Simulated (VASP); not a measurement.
Here is a VASP 6.6.1 calculation.

INCAR

```
SYSTEM = Li
  ALGO = Normal
  EDIFF = 1E-6
  ENCUT = 520
  GGA = PE
  ISIF = 2
  ISMEAR = -1
  LASPH = .TRUE.
  LCHARG = .TRUE.
  LELF = .TRUE.
  LREAL = .FALSE.
  LVHAR = .TRUE.
  LWAVE = .FALSE.
  NBANDS = 10
  NELM = 60
  PREC = Accurate
  SIGMA = 0.08
```

File KPOINTS:

```
k-points
0
G
  15 15 8
  0 0 0
```

File POSCAR:

```
Li
1.0
    3.1110021516      0.0000000000      0.0000000000
   -1.5555010758      2.6942068945      0.0000000000
    0.0000000000      0.0000000000      4.9402100000
Li
2
Direct
    0.3333333333      0.6666666667      0.2500000000
    0.6666666667      0.3333333333      0.7500000000
```

Potentials or basis: VASP PAW PBE potentials, release 64 (Li_sv).

The run is started by

```sh
$ cat potpaw_PBE.64/Li_sv/POTCAR > POTCAR
$ mpirun -np 1 vasp_std > vasp.out
```

Q: What does it give for the band gap on the k mesh?

A: Zero (bands 3 and 4 overlap by 4.44 eV).

Caveat: the cell differs from its parent crystal (zz strain of -3 %).
